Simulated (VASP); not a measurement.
A run of VASP 6.6.1:

INCAR

```
SYSTEM = K3NaTe2
PREC     = Accurate       ! precision mode
ENCUT    = 500            ! plane-wave cutoff, eV
EDIFF    = 1E-6           ! SCF threshold, eV
ISMEAR   = 0              ! smearing method
SIGMA    = 0.02           ! smearing width, eV
LREAL    = .FALSE.        ! projectors in reciprocal space
LASPH    = .TRUE.         ! aspherical terms in the spheres
NELM     = 120            ! most SCF steps
ALGO     = Normal         ! electronic algorithm
ISIF     = 2              ! what is computed and relaxed
LWAVE    = .FALSE.        ! write WAVECAR
LCHARG   = .FALSE.        ! write CHGCAR
GGA      = PE             ! functional
NBANDS   = 32             ! bands
GGA_COMPAT= .FALSE.
```

KPOINTS

```
regular mesh
0
G
  6 6 6
  0 0 0
```

File POSCAR:

```
K3NaTe2
1.0
    5.4164476245      3.1271874941      4.0098037749
   -5.4164476245      3.1271874941      4.0098037749
    0.0000000000     -6.2543749881      4.0098037749
K Na Te
3 1 2
Direct
    0.0000000000      0.5000000000      0.0000000000
    0.5000000000      0.0000000000      0.0000000000
    0.0000000000      0.0000000000      0.5000000000
    0.5000000000      0.5000000000      0.5000000000
    0.7429783232      0.7429783232      0.7429783232
    0.2570216768      0.2570216768      0.2570216768
```

Potentials or basis: VASP PAW PBE potentials, release 64 (K_sv, Na_pv, Te).

Command:

```sh
$ cat potpaw_PBE.64/K_sv/POTCAR potpaw_PBE.64/Na_pv/POTCAR potpaw_PBE.64/Te/POTCAR > POTCAR
$ mpirun -np 1 vasp_std > vasp.out
```

Hardware: 1 thread of Intel Xeon 8259CL, with other jobs on the host.

Q: Estimate the wall time of this run.

A: Wall time 9.8 min on 1 thread of Intel Xeon 8259CL (shared host), peak memory 0.64 GiB. Counts: scf iterations 17, k points 32.
